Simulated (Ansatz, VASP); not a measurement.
**Two plane-wave programs on CaO**

POSCAR

```
CaO
1.0
    0.0000000000      2.3832925573      2.3832925573
    2.3832925573      0.0000000000      2.3832925573
    2.3832925573      2.3832925573      0.0000000000
Ca O
1 1
Direct
    0.0000000000      0.0000000000      0.0000000000
    0.5000000000      0.5000000000      0.5000000000
```

Contents of INCAR.step1:

```
  PREC = Accurate
  ENCUT = 660
  ISMEAR = 0
  SIGMA = 0.02
  LREAL = F
  LASPH = T
  NELM = 120
  NBANDS = 15
  GGA = PE
  ALGO = Normal
  EDIFF = 1E-5
  LWAVE = T
  LCHARG = F
  GGA_COMPAT = F
```

File INCAR.step2:

```
  PREC = Accurate
  ENCUT = 660
  EDIFF = 1E-6
  ISMEAR = 0
  SIGMA = 0.02
  LREAL = F
  LASPH = T
  NELM = 120
  ALGO = Normal
  ISIF = 2
  LWAVE = F
  LCHARG = F
  METAGGA = R2SCAN
  LMIXTAU = T
  NBANDS = 15
  ISTART = 1
  GGA_COMPAT = F
```

Contents of KPOINTS:

```
regular mesh
0
Gamma
  8 8 8
```

Input for Ansatz:

```yaml
crystal:
  lattice:
    - [0.0, 2.3832925573, 2.3832925573]
    - [2.3832925573, 0.0, 2.3832925573]
    - [2.3832925573, 2.3832925573, 0.0]
  atoms:
    - { symbol: Ca, position: [0.0, 0.0, 0.0] }
    - { symbol: O, position: [0.5, 0.5, 0.5] }
basis:
  ecutwfc: 500
kpoints:
  mp_grid: { grid: [8, 8, 8] }
hamiltonian:
  xc: r2scan
  pseudopotentials: { kind: paw, azcp: { folder: soft_1 } }
scf:
  occupations: { method: gaussian, width: 0.02 }
output:
  forces: true
  stress: true
  eigenvalues: true
```

Alike in both runs: task single point; functional r2SCAN; k mesh 8 × 8 × 8; occupations gaussian, width 0.02 eV; no spin polarisation.

|  | VASP | Ansatz |
| --- | --- | --- |
| version | VASP 6.6.1 | Ansatz 0.2.0 |
| potentials or method | VASP PAW PBE potentials, release 64 (Ca_sv, O), cutoff 660 eV | scalar-relativistic, plane waves, PAW |
| valence electrons in the cell | 16 | 16 |

```csv
,VASP,Ansatz,Ansatz less VASP
gap on the k mesh at the Fermi level (eV),4.18,4.19,+0.009
least direct gap on the mesh (eV),4.55,4.56,+0.012
pressure (GPa),3.1,2.2,-0.93
```

VASP's potentials were made for PBE, not for r2SCAN.
